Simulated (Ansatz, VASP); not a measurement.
# Two plane-wave programs on VAgC4N4

```
CELL_PARAMETERS angstrom
6.25193 0.00000 0.00000
0.00000 6.25193 0.00000
0.00000 0.00000 6.25193
ATOMIC_POSITIONS crystal
V 0.00000 0.00000 0.00000
Ag 0.50000 0.50000 0.50000
C 0.18657 0.18657 0.18657
C 0.18657 0.81343 0.81343
C 0.81343 0.18657 0.81343
C 0.81343 0.81343 0.18657
N 0.29455 0.29455 0.29455
N 0.29455 0.70545 0.70545
N 0.70545 0.29455 0.70545
N 0.70545 0.70545 0.29455
```

Alike in both runs: functional PBE; k mesh 4 × 4 × 4; occupations gaussian, width 0.1 eV; collinear spin.

Ansatz relaxed the structure, and its values are those at the end. VASP's run is a single point on that final structure, the one shown.

```csv
,VASP,Ansatz
version,VASP 6.6.1,Ansatz 0.2.0
potentials or method,"VASP PAW PBE potentials, release 64 (V_sv, Ag, C, N), cutoff 520 eV","scalar-relativistic, plane waves, PAW"
valence electrons in the cell,60,68
```

Ansatz gave:

```
gap on the k mesh at the Fermi level (eV)                     : 1.36
least direct gap on the mesh (eV)                             : 1.42
pressure (GPa)                                                : 0.1
rms of the force components (eV/Å)                            : 0.001
net moment per atom (μB)                                      : 0.20
size of the moment on the site where the two differ most (μB) : 1.35
```

Question: Estimate VASP's values.

Answer: gap on the k mesh at the Fermi level (eV): 1.36; least direct gap on the mesh (eV): 1.42; pressure (GPa): 0.4; rms of the force components (eV/Å): 0.200; net moment per atom (μB): 0.20; size of the moment on the site where the two differ most (μB): 1.68.

Site moments also hang on the region over which each program counts them. One of these differences is far larger than is usual between the two programs; its cause wasn't traced. VASP's potentials hold 60 valence electrons a cell and Ansatz's 68, so a difference there can come from the potentials and not from the codes.

Noted on VASP's run: the standard files for N, O and F lose accuracy on very short bonds.
